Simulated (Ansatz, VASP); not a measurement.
## ZnS: VASP beside Ansatz

File POSCAR:

```
ZnS
1.0
    3.7822379936      0.0000000000      0.0000000000
   -1.8911189968      3.2755141856      0.0000000000
    0.0000000000      0.0000000000      6.2081825480
Zn S
2 2
Direct
    0.3333333333      0.6666666667     -0.0467655882
    0.6666666667      0.3333333333      0.4532344118
    0.3333333333      0.6666666667      0.4217655882
    0.6666666667      0.3333333333      0.9217655882
```

INCAR.step1

```
PREC = Accurate
ENCUT = 520
ISMEAR = 0
SIGMA = 0.01
LREAL = F
LASPH = T
NELM = 60
NBANDS = 26
GGA = PE
ALGO = Normal
EDIFF = 1E-4
LWAVE = T
LCHARG = F
```

File INCAR.step2:

```
PREC = Accurate
ENCUT = 520
EDIFF = 1E-7
ISMEAR = 0
SIGMA = 0.01
LREAL = F
LASPH = T
NELM = 60
ALGO = Normal
ISIF = 2
LWAVE = F
LCHARG = T
METAGGA = R2SCAN
LMIXTAU = T
LELF = T
LVHAR = T
NBANDS = 26
ISTART = 1
```

KPOINTS

```
Automatic mesh
0
Gamma
  9 9 6
```

Input for Ansatz:

```yaml
crystal:
  lattice:
    - [3.7822379936, 0.0, 0.0]
    - [-1.8911189968, 3.2755141856, 0.0]
    - [0.0, 0.0, 6.208182548]
  atoms:
    - { symbol: Zn, position: [0.3333333333, 0.6666666667, -0.0467655882] }
    - { symbol: Zn, position: [0.6666666667, 0.3333333333, 0.4532344118] }
    - { symbol: S, position: [0.3333333333, 0.6666666667, 0.4217655882] }
    - { symbol: S, position: [0.6666666667, 0.3333333333, 0.9217655882] }
basis:
  ecutwfc: 500
  xc_grid: 2
kpoints:
  mp_grid: { grid: [9, 9, 6] }
hamiltonian:
  xc: r2scan
  pseudopotentials: { kind: paw, azcp: { folder: soft_1 } }
scf:
  occupations: { method: fixed }
output:
  forces: true
  stress: true
  eigenvalues: true
  polarization: {}
```

Change from the starting cell: polar distortion scaled by 0.25.

Alike in both runs: task single point; functional r2SCAN; k mesh 9 × 9 × 6; no spin polarisation.

|  | VASP | Ansatz |
| --- | --- | --- |
| version | VASP 6.6.1 | Ansatz 0.2.0 |
| potentials or method | VASP PAW PBE potentials, release 64 (Zn, S), cutoff 520 eV | scalar-relativistic, plane waves, PAW |
| occupations | gaussian, width 0.01 eV | fixed |
| valence electrons in the cell | 36 | 36 |

|  | VASP | Ansatz | Ansatz less VASP |
| --- | --- | --- | --- |
| gap on the k mesh at the Fermi level (eV) | 3.20 | 3.18 | -0.019 |
| least direct gap on the mesh (eV) | 3.20 | 3.18 | -0.019 |
| pressure (GPa) | 7.0 | 6.8 | -0.16 |
| traceless stress, the component that is largest in VASP (GPa) | -6.70 | -6.55 | +0.148 |
| rms of the force components (eV/Å) | 0.304 | 0.302 | -0.0018 |

VASP's potentials were made for PBE, not for r2SCAN. Atom by atom the forces differ by 0.002 eV/Å (rms over components).
